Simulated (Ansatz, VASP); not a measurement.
TiO2 in VASP and in Ansatz

File INCAR:

```
SYSTEM = TiO2
PREC = Accurate
ENCUT = 520
EDIFF = 1E-7
ISMEAR = -1
SIGMA = 0.05
LREAL = .False.
LASPH = .True.
NELM = 150
ALGO = Normal
ISIF = 2
LWAVE = .False.
LCHARG = .False.
LMAXMIX = 4
LDAU = .True.
LDAUTYPE = 2
LDAUL = 2 -1
LDAUU = 4 0
LDAUJ = 0 0
LDAUPRINT = 1
GGA = PE
NBANDS = 60
```

KPOINTS

```
Automatic mesh
0
Gamma
  6 5 6
  0 0 0
```

File POSCAR:

```
TiO2
1.0
    4.5453495500      0.0000000000      0.0000000000
    0.0000000000      5.5196194400      0.0000000000
    0.0000000000      0.0000000000      4.9091968600
Ti O
4 8
Direct
    0.0000000000      0.1729909300      0.7500000000
    0.5000000000      0.3270090700      0.2500000000
    0.0000000000      0.8270090700      0.2500000000
    0.5000000000      0.6729909300      0.7500000000
    0.2714506200      0.3817246400      0.9186490800
    0.7714506200      0.1182753600      0.0813509200
    0.2285493800      0.1182753600      0.4186490800
    0.7285493800      0.3817246400      0.5813509200
    0.2714506200      0.6182753600      0.4186490800
    0.7714506200      0.8817246400      0.5813509200
    0.2285493800      0.8817246400      0.9186490800
    0.7285493800      0.6182753600      0.0813509200
```

File input.yaml:

```yaml
crystal:
  lattice:
    - [4.54534955, 0.0, 0.0]
    - [0.0, 5.51961944, 0.0]
    - [0.0, 0.0, 4.90919686]
  atoms:
    - { symbol: Ti, position: [0.0, 0.17299093, 0.75] }
    - { symbol: Ti, position: [0.5, 0.32700907, 0.25] }
    - { symbol: Ti, position: [0.0, 0.82700907, 0.25] }
    - { symbol: Ti, position: [0.5, 0.67299093, 0.75] }
    - { symbol: O, position: [0.27145062, 0.38172464, 0.91864908] }
    - { symbol: O, position: [0.77145062, 0.11827536, 0.08135092] }
    - { symbol: O, position: [0.22854938, 0.11827536, 0.41864908] }
    - { symbol: O, position: [0.72854938, 0.38172464, 0.58135092] }
    - { symbol: O, position: [0.27145062, 0.61827536, 0.41864908] }
    - { symbol: O, position: [0.77145062, 0.88172464, 0.58135092] }
    - { symbol: O, position: [0.22854938, 0.88172464, 0.91864908] }
    - { symbol: O, position: [0.72854938, 0.61827536, 0.08135092] }
hamiltonian:
  xc: pbe
  pseudopotentials: { kind: paw }
  hubbard: { sites: [{ species: Ti, l: d, u_eff: 4.0 }] }
kpoints:
  mp_grid: { grid: [6, 5, 6] }
scf:
  occupations: { method: fermi_dirac, width: 0.05 }
  n_extra_bands: 30
output:
  forces: true
  stress: true
  eigenvalues: true
  dos: { projected: true, de: 0.05, nscf_kmesh: { grid: [9, 8, 9] } }
```

Alike in both runs: functional PBE; k mesh 6 × 5 × 6; occupations fermi-dirac, width 0.05 eV; no spin polarisation; Hubbard terms Ti d U = 4.0 eV.

|  | VASP | Ansatz |
| --- | --- | --- |
| version | VASP 6.6.1 | Ansatz 0.2.0 |
| potentials or method | VASP PAW PBE potentials, release 64 (Ti_sv, O) | Ansatz PAW |
| plane-wave cutoff (eV) | 520 | 420 |
| valence electrons in the cell | 96 | 96 |
| task | single point | projected density of states |

|  | VASP | Ansatz | Ansatz less VASP |
| --- | --- | --- | --- |
| gap on the k mesh at the Fermi level (eV) | 3.08 | 3.04 | -0.036 |
| least direct gap on the mesh (eV) | 3.16 | 3.12 | -0.031 |
| pressure (GPa) | 12.6 | 7.7 | -4.89 |
| traceless stress, the component that is largest in VASP (GPa) | -1.52 | -0.84 | +0.683 |
| rms of the force components (eV/Å) | 0.254 | 0.111 | -0.1425 |

The programs project onto different local orbitals, so the same U acts differently, and such runs can settle in different states. Atom by atom the forces differ by 0.147 eV/Å (rms over components).

Noted on Ansatz's run: odd divisions of the mesh miss points on the zone boundary, where band edges often lie, so the gap on the mesh can be too wide.
